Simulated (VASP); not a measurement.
# HgTe (F-43m) in VASP: notebook, part 2 of 2

VASP 6.6.1. Earlier steps stand in the parts before.

## Step 3: Single point, PBE

The input, INCAR:

```
PREC = Accurate
ENCUT = 500
EDIFF = 1E-6
ISMEAR = -1
SIGMA = 0.02
LREAL = F
LASPH = T
NELM = 120
ALGO = Normal
ISIF = 2
LWAVE = F
LCHARG = F
GGA = PE
NBANDS = 16
GGA_COMPAT = F
```

The input, KPOINTS:

```
regular mesh
0
Gamma
  6 6 6
```

The input, POSCAR:

```
HgTe
1.0
    0.0000000000      3.2891578872      3.2891578872
    3.2891578872      0.0000000000      3.2891578872
    3.2891578872      3.2891578872      0.0000000000
Hg Te
1 1
Direct
    0.0000000000      0.0000000000      0.0000000000
    0.2500000000      0.2500000000      0.2500000000
```

Potentials or basis: VASP PAW PBE potentials, release 64 (Hg, Te).

Started as:

```
$ cat potpaw_PBE.64/Hg/POTCAR potpaw_PBE.64/Te/POTCAR > POTCAR
$ mpirun -np 1 vasp_std > vasp.out
```

OUTCAR:

```text
PREC = Accurate
   ENCUT = 500
   EDIFF = 1E-6
   ISMEAR = -1
   LREAL = F
   LASPH = T
   NELM = 120
   ISIF = 2
   GGA = PE

 ion  position               nearest neighbor table
   1  0.000  0.000  0.000-   2 2.85   2 2.85   2 2.85   2 2.85
   2  0.250  0.250  0.250-   1 2.85   1 2.85   1 2.85   1 2.85

  LATTYP: Found a face centered cubic cell.
 ALAT       =     6.5783157744

  Lattice vectors:

 A1 = (   0.0000000000,   3.2891578872,   3.2891578872)
 A2 = (   3.2891578872,   0.0000000000,   3.2891578872)
 A3 = (   3.2891578872,   3.2891578872,   0.0000000000)

Analysis of symmetry for initial positions (statically):
=====================================================================
 Subroutine PRICEL returns:
 Original cell was already a primitive cell.

 Routine SETGRP: Setting up the symmetry group for a
 face centered cubic supercell.

 Subroutine GETGRP returns: Found 24 space group operations
 (whereof 24 operations were pure point group operations)
 out of a pool of 48 trial point group operations.

The static configuration has the point symmetry T_d .
[... 148 lines left out ...]
  free energy    TOTEN  =        -3.63067365 eV

  energy without entropy =       -3.63031998  energy(sigma->0) =       -3.63049681

 E-fermi :   2.5740     XC(G=0):  -8.5023

 val. band max:        2.5600897520   @ k =   0.0000   0.0000   0.0000
 cond. band min:       3.2614846436   @ k =   0.5000   0.0000   0.0000
 fundamental gap:      0.7013948916
 Fermi energy:         2.5739532714

 k-point     1 :       0.0000    0.0000    0.0000
  band No.  band energies     occupation
      1      -9.0624      2.00000
      2      -4.5041      2.00000
      3      -4.5041      2.00000
      4      -4.5041      2.00000
      5      -4.0365      2.00000
      6      -4.0365      2.00000
[... 281 lines left out ...]
      3      -4.2539      2.00000
      4      -4.1378      2.00000
      5      -4.0196      2.00000
      6      -3.5346      2.00000
[... 8 lines left out ...]
     15      13.2890      0.00000
     16      13.5436      0.00000

------------------------ aborting loop because EDIFF is reached ----------------------------------------

  FORCE on cell =-STRESS in cart. coord.  units (eV):
  Direction    XX          YY          ZZ          XY          YZ          ZX
  --------------------------------------------------------------------------------------
  -------------------------------------------------------------------------------------
  Total        0.5936102      0.5936102      0.5936102     -0.0000000      0.0000000      0.0000000
  in kB       13.3637319     13.3637319     13.3637319     -0.0000000      0.0000000      0.0000000
  external PRESSURE =      13.3637319 kB  Pullay stress =       0.0000000 kB

 VOLUME and BASIS-vectors are now :
 -----------------------------------------------------------------------------
  energy-cutoff  :      500.00
  volume of cell :       71.17
      direct lattice vectors                 reciprocal lattice vectors
     0.000000000  3.289157887  3.289157887    -0.152014594  0.152014594  0.152014594
     3.289157887  0.000000000  3.289157887     0.152014594 -0.152014594  0.152014594
     3.289157887  3.289157887  0.000000000     0.152014594  0.152014594 -0.152014594

 POSITION                                       TOTAL-FORCE (eV/Angst)
 -----------------------------------------------------------------------------------
      0.00000      0.00000      0.00000        -0.000000     -0.000000     -0.000000
      1.64458      1.64458      1.64458         0.000000      0.000000      0.000000
 -----------------------------------------------------------------------------------
    total drift:                                0.000000      0.000000     -0.000000

  FREE ENERGIE OF THE ION-ELECTRON SYSTEM (eV)
  ---------------------------------------------------
  free  energy   TOTEN  =        -3.6306736489 eV

  energy  without entropy=       -3.6303199778  energy(sigma->0) =       -3.63049681
```

OSZICAR:

```text
N       E                     dE             d eps       ncg     rms          rms(c)
DAV:   1     0.100277817858E+03    0.10028E+03   -0.77320E+03   512   0.926E+02
DAV:   2    -0.367579494733E+00   -0.10065E+03   -0.94112E+02   608   0.221E+02
DAV:   3    -0.380350963480E+01   -0.34359E+01   -0.34295E+01   584   0.421E+01
DAV:   4    -0.383704702789E+01   -0.33537E-01   -0.33536E-01   792   0.384E+00
DAV:   5    -0.383715349958E+01   -0.10647E-03   -0.10647E-03   624   0.184E-01    0.682E+00
DAV:   6    -0.363776230514E+01    0.19939E+00   -0.39246E-01   616   0.815E+00    0.547E+00
DAV:   7    -0.363110793262E+01    0.66544E-02   -0.90528E-02   544   0.202E+00    0.212E+00
DAV:   8    -0.363060379864E+01    0.50413E-03   -0.93790E-03   592   0.109E+00    0.473E-01
DAV:   9    -0.363062975212E+01   -0.25953E-04   -0.71629E-04   648   0.303E-01    0.106E-01
DAV:  10    -0.363066040136E+01   -0.30649E-04   -0.88641E-05   600   0.815E-02    0.460E-02
DAV:  11    -0.363067502493E+01   -0.14624E-04   -0.29494E-05   592   0.383E-02    0.276E-02
DAV:  12    -0.363067371335E+01    0.13116E-05   -0.33428E-06   600   0.130E-02    0.166E-02
DAV:  13    -0.363067364891E+01    0.64439E-07   -0.39700E-07   440   0.320E-03
   1 F= -.36306736E+01 E0= -.36304968E+01  d E =-.353671E-03
```

stdout:

```text
POSCAR found type information on POSCAR HgTe
 POSCAR found :  2 types and       2 ions
 scaLAPACK will be used
 LDA part: xc-table for (Slater+PW92), standard interpolation
 POSCAR, INCAR and KPOINTS ok, starting setup
 FFT: planning ... GRIDC
 FFT: planning ... GRID_SOFT
 FFT: planning ... GRID
 WAVECAR not read
 entering main loop
```

Wall time 14 s (1 thread of Intel Xeon Platinum 8488C (Sapphire Rapids), shared host); peak memory 0.21 GiB.

Results:

- Free energy: -3.6307 eV
- Pressure: 1.3 GPa
- Band gap on the k mesh: zero (filled and empty bands touch)

Caveat: semilocal functionals underestimate gaps, so a narrow gap can read as zero; spin-orbit coupling is left out, which moves the levels of the heavy elements.

## Step 4: Single point, r2SCAN

POSCAR is that of step 3.

The input, INCAR.step1:

```
PREC     = Accurate       # precision mode
ENCUT    = 550            # plane-wave cutoff, eV
ISMEAR   = -1             # smearing method
SIGMA    = 0.02           # smearing width, eV
LREAL    = False          # projectors in reciprocal space
LASPH    = True           # aspherical terms in the spheres
NELM     = 120            # most SCF steps
NBANDS   = 16             # bands
GGA      = PE             # functional
ALGO     = Normal         # electronic algorithm
EDIFF    = 1E-5           # SCF threshold, eV
LWAVE    = True           # write WAVECAR
LCHARG   = False          # write CHGCAR
GGA_COMPAT= False
```

The input, INCAR.step2:

```
PREC     = Accurate       # precision mode
ENCUT    = 550            # plane-wave cutoff, eV
EDIFF    = 1E-6           # SCF threshold, eV
ISMEAR   = -1             # smearing method
SIGMA    = 0.02           # smearing width, eV
LREAL    = False          # projectors in reciprocal space
LASPH    = True           # aspherical terms in the spheres
NELM     = 120            # most SCF steps
ALGO     = Normal         # electronic algorithm
ISIF     = 2              # what is computed and relaxed
LWAVE    = False          # write WAVECAR
LCHARG   = False          # write CHGCAR
METAGGA  = R2SCAN         # meta-GGA
LMIXTAU  = True         
NBANDS   = 16             # bands
ISTART   = 1            
GGA_COMPAT= False
```

The input, KPOINTS:

```
Automatic mesh
0
Gamma
  6 6 6
```

Started as:

```
$ cat potpaw_PBE.64/Hg/POTCAR potpaw_PBE.64/Te/POTCAR > POTCAR
$ cp INCAR.step1 INCAR
$ mpirun -np 1 vasp_std > vasp.out
$ cp INCAR.step2 INCAR
$ mpirun -np 1 vasp_std > vasp.out
```

Wall time 58 s (1 thread of Intel Xeon Platinum 8488C (Sapphire Rapids), shared host); peak memory 0.22 GiB.

The run converged. Its results:

```yaml
Free_energy: -75.1541 eV
Pressure: 0.0 GPa
Band_gap_on_the_k_mesh: zero (filled and empty bands touch)
```

Levels at points of the mesh, in eV from the Fermi level:
```csv
k point,band 6,band 7,band 8,band 9,band 10,band 11,band 12,band 13
"(0.00, 0.00, 0.00)",-6.85,-0.57,-0.01,-0.01,-0.01,4.65,4.65,4.65
"(0.50, 0.00, 0.00)",-6.56,-5.31,-0.93,-0.93,0.93,5.41,5.41,7.13
"(0.50, 0.50, 0.00)",-6.42,-5.31,-2.14,-2.14,2.08,2.85,8.49,9.21
```

Caveat: semilocal functionals underestimate gaps, so a narrow gap can read as zero; the PAW data sets were made with another functional, which shifts forces and pressure a little; spin-orbit coupling is left out, which moves the levels of the heavy elements.
